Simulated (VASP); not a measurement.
The system is Ga2PN.

```
N P Ga
1.0
     1.63985    0.94677    5.73350
    -1.63985    0.94677    5.73350
     0.00000   -1.89354    5.73350
N P Ga
1 1 2
Direct
  0.00000 0.00000 0.00000
  0.50000 0.50000 0.50000
  0.26322 0.26322 0.26322
  0.73678 0.73678 0.73678
```

| Item | Value |
| --- | --- |
| Program | VASP 6.6.1 |
| Task | relaxation of cell and atoms |
| Functional | r2SCAN |
| Potentials or basis | VASP PAW PBE potentials, release 64 (N, P, Ga_d) |
| Cutoff | 600 eV |
| k mesh | 8 × 8 × 8 |
| Occupations | fermi-dirac, width 0.02 eV |
| Spin | no spin polarisation |

At the start: pressure -4.1 GPa; volume 13.35 Å³/atom.

**Question.** How do energy, volume and symmetry change on relaxing?

**Answer.** Over 7 steps the energy falls by 6.1 meV/atom and the volume is 12.94 Å³/atom (-3.1 %); space group R-3m (No. 166, to 0.05 Å).

Step by step:
```tsv
step	energy change (eV)	largest force (eV/Å)	pressure (GPa)	volume (Å³)
1	0.0000	0.0702	-4.08	53.41
2	-0.0170	0.0870	2.65	50.83
3	-0.0238	0.0746	0.19	51.69
4	-0.0238	0.0737	0.08	51.73
5	-0.0243	0.0242	0.00	51.75
6	-0.0242	0.0321	-0.06	51.77
7	-0.0243	0.0002	-0.04	51.76
```

Final structure:
```
CELL_PARAMETERS angstrom
1.62685 0.93926 5.64578
-1.62685 0.93926 5.64578
0.00000 -1.87853 5.64578
ATOMIC_POSITIONS crystal
N 0.00000 0.00000 0.00000
P 0.50000 0.50000 0.50000
Ga 0.26280 0.26280 0.26280
Ga 0.73720 0.73720 0.73720
```

Caveat: the PAW data sets were made with another functional, which shifts forces and pressure a little.
